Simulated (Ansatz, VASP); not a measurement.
**F in VASP and in Ansatz**

```
CELL_PARAMETERS angstrom
2.99102 -1.79009 0.31565
2.99102 1.79009 0.31565
-0.84307 0.00000 6.74193
ATOMIC_POSITIONS crystal
F 0.91386 0.58555 0.09393
F 0.41445 0.08614 0.40607
F 0.08614 0.41445 0.90607
F 0.58555 0.91386 0.59393
```

Change from the starting cell: volume 18.287 Å^3 an atom, stretch along a over the lengths across it, relative to the relaxed cell 1.0620.

Alike in both runs: task single point; functional PBE; dispersion D3(BJ); k mesh 8 × 8 × 4; occupations gaussian, width 0.05 eV; no spin polarisation.

|  | VASP | Ansatz |
| --- | --- | --- |
| version | VASP 6.6.1 | Ansatz 0.2.0 |
| potentials or method | VASP PAW PBE potentials, release 64 (F), cutoff 520 eV | scalar-relativistic, plane waves, PAW |
| valence electrons in the cell | 28 | 28 |

Ansatz gave:

* gap on the k mesh at the Fermi level (eV): 3.06
* least direct gap on the mesh (eV): 3.06
* pressure (GPa): 0.0
* traceless stress, the component that is largest in VASP (GPa): 0.15
* rms of the force components (eV/Å): 0.019

What did VASP give for the same quantities?

gap on the k mesh at the Fermi level (eV): 2.99; least direct gap on the mesh (eV): 2.99; pressure (GPa): 0.3; traceless stress, the component that is largest in VASP (GPa): 1.25; rms of the force components (eV/Å): 0.234.

Atom by atom the forces differ by 0.215 eV/Å (rms over components). One of these differences is far larger than is usual between the two programs; its cause wasn't traced.
